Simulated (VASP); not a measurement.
Runs of VASP 6.6.1 on Cu. The structure is that of space group Fm-3m (No. 225), or close to it. The cells are those of the table. 

```csv
level,spin,cell,k mesh,cutoff (eV),smearing,grid for exact exchange (PRECFOCK),share of exact exchange,gap on the mesh (eV),pressure (GPa)
RPBE+D3(BJ),"non-collinear, typed start, SOC","a = 2.556 Å, angles 60.0°, 1 atom",10 × 10 × 10,600,fermi-dirac 0.15 eV,-,-,-,(b)
r2SCAN+D4,off,"a = 2.606 Å, angles 60.0°, 1 atom",13 × 13 × 13,660,fermi-dirac 0.05 eV,-,-,none,-13.4
r2SCAN+D4,off,"a = 2.539 Å, angles 60.0°, 1 atom",13 × 13 × 13,660,fermi-dirac 0.05 eV,-,-,none,-3.8
r2SCAN50,off,"a = 2.590 Å, angles 60.0°, 1 atom",7 × 7 × 7,580,fermi-dirac 0.05 eV,Normal,0.5,none,-3.6
r2SCAN0,off,"a = 2.573 Å, angles 60.0°, 1 atom",7 × 7 × 7,520,fermi-dirac 0.05 eV,Normal,0.25,none,(a)
```

Alike in all rows: task single point; potentials or basis VASP PAW PBE potentials, release 64 (Cu).

Question: Estimate the missing entries.

Answer: (a) -4.7; (b) -31.6.

Caveats: some runs use coarse meshes; the PAW data sets were made with another functional, which shifts forces and pressure a little; the cell stands under tension (at least some runs); three body term missing (at least some runs); the dispersion term is far too large for a dense solid, which distorts pressure and volume (at least some runs).

A gap of «none» marks levels without a gap at the run's occupations.
